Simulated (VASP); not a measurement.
Set up this calculation in VASP 6.6.1, as the native input.

- Task: single point
- Functional: r2SCAN
- Potentials or basis: VASP PAW PBE potentials, release 64 (Ta_pv, N, H)
- Cutoff: 520 eV
- k mesh: 9 × 9 × 1
- Occupations: gaussian, width 0.1 eV
- Spin: no spin polarisation
- Dipole correction: yes
- Further INCAR settings: ALGO = Normal; EDIFF = 1e-06; NBANDS = 42

Ta4HN4, a slab with vacuum:

```
CELL_PARAMETERS angstrom
3.10882 0.00000 0.00000
0.00000 3.10882 0.00000
0.00000 0.00000 25.59480
ATOMIC_POSITIONS crystal
Ta 0.00000 0.00000 0.33210
Ta 0.50000 0.50000 0.41799
Ta 0.00000 0.00000 0.50653
Ta 0.50000 0.50000 0.58915
N 0.50000 0.50000 0.33210
N 0.00000 0.00000 0.41799
N 0.50000 0.50000 0.50425
N 0.00000 0.00000 0.62317
H 0.00000 0.00000 0.66355
```

The input as run:

POSCAR

```
Ta4HN4
1.0
    3.1088180366      0.0000000000      0.0000000000
    0.0000000000      3.1088180366      0.0000000000
    0.0000000000      0.0000000000     25.5947989454
Ta N H
4 4 1
Direct
    0.0000000000      0.0000000000      0.3320987212
    0.5000000000      0.5000000000      0.4179859485
    0.0000000000      0.0000000000      0.5065302997
    0.5000000000      0.5000000000      0.5891486831
    0.5000000000      0.5000000000      0.3320987212
    0.0000000000      0.0000000000      0.4179859485
    0.5000000000      0.5000000000      0.5042496815
    0.0000000000      0.0000000000      0.6231696398
    0.0000000000      0.0000000000      0.6635518090
```

INCAR.step1

```
  ALGO = Normal
  DIPOL = 0.5 0.5 0.487
  EDIFF = 1E-4
  ENCUT = 520
  GGA = PE
  IDIPOL = 3
  ISMEAR = 0
  LASPH = True
  LCHARG = False
  LDIPOL = True
  LREAL = False
  LWAVE = True
  NBANDS = 42
  NELM = 60
  PREC = Accurate
  SIGMA = 0.1
```

INCAR.step2

```
  ALGO = Normal
  DIPOL = 0.5 0.5 0.487
  EDIFF = 1E-6
  ENCUT = 520
  IDIPOL = 3
  ISIF = 2
  ISMEAR = 0
  ISTART = 1
  LASPH = True
  LCHARG = False
  LDIPOL = True
  LMIXTAU = True
  LREAL = False
  LWAVE = False
  METAGGA = R2SCAN
  NBANDS = 42
  NELM = 60
  PREC = Accurate
  SIGMA = 0.1
```

KPOINTS

```
k-points
0
Gamma
  9 9 1
```

Potentials or basis: VASP PAW PBE potentials, release 64 (Ta_pv, N, H).

Launch:

```sh
$ cat potpaw_PBE.64/Ta_pv/POTCAR potpaw_PBE.64/N/POTCAR potpaw_PBE.64/H/POTCAR > POTCAR
$ cp INCAR.step1 INCAR
$ mpirun -np 1 vasp_std > vasp.out
$ cp INCAR.step2 INCAR
$ mpirun -np 1 vasp_std > vasp.out
```

It gave:

```json
{
 "Largest force": "2.454 eV/Å"
}
```

Caveat: the PAW data sets were made with another functional, which shifts forces and pressure a little.

Wall time 14 min on 1 thread of AMD EPYC 9R45 96-Core Processor (Zen 5), on a shared host, peak memory 0.41 GiB.
